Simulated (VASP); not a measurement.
Wanted: the native input for a VASP 6.6.1 run.

- Task: single point
- Functional: PBE
- Potentials or basis: VASP PAW PBE potentials, release 64 (Sn_d, S)
- Cutoff: 500 eV
- k mesh: 4 × 8 × 6
- Occupations: fermi-dirac, width 0.02 eV
- Spin: no spin polarisation
- Dipole correction: no
- Further INCAR settings: ALGO = Normal; EDIFF = 1e-06; NBANDS = 50

The structure of SnS lies in POSCAR:

```
SnS
1.0
   11.4434434392      0.0000000000      0.0000000000
    0.0000000000      4.0220544649      0.0000000000
    0.0000000000      0.0000000000      4.4560632782
Sn S
4 4
Direct
    0.1214956513      0.2500000000      0.1302383976
    0.3785043487      0.7500000000      0.6302383976
    0.6214956513      0.2500000000      0.3697616024
    0.8785043487      0.7500000000      0.8697616024
    0.8499011439      0.2500000000      0.4772760494
    0.6500988561      0.7500000000      0.9772760494
    0.3499011439      0.2500000000      0.0227239506
    0.1500988561      0.7500000000      0.5227239506
```

These files were run (other wordings do the same):

INCAR

```
PREC = Accurate
ENCUT = 500
EDIFF = 1E-6
ISMEAR = -1
SIGMA = 0.02
LREAL = F
LASPH = T
NELM = 120
ALGO = Normal
ISIF = 2
LWAVE = F
LCHARG = T
GGA = PE
LELF = T
LVHAR = T
NBANDS = 50
GGA_COMPAT = F
```

KPOINTS

```
regular mesh
0
Gamma
  4 8 6
```

Potentials or basis: VASP PAW PBE potentials, release 64 (Sn_d, S).

Run with:

```console
$ cat potpaw_PBE.64/Sn_d/POTCAR potpaw_PBE.64/S/POTCAR > POTCAR
$ mpirun -np 1 vasp_std > vasp.out
```

It gave:

```
Pressure               : -0.1 GPa
Largest force          : 0.004 eV/Å
Band gap on the k mesh : 1.04 eV (least direct gap 1.33 eV)
```

Caveat: spin-orbit coupling is left out, which moves the levels of the heavy elements.

It took 7.6 min on 1 thread of Intel(R) Xeon(R) Platinum 8175M CPU @ 2.50GHz (Skylake/Cascade Lake), with other jobs on the host, peak memory 0.54 GiB.
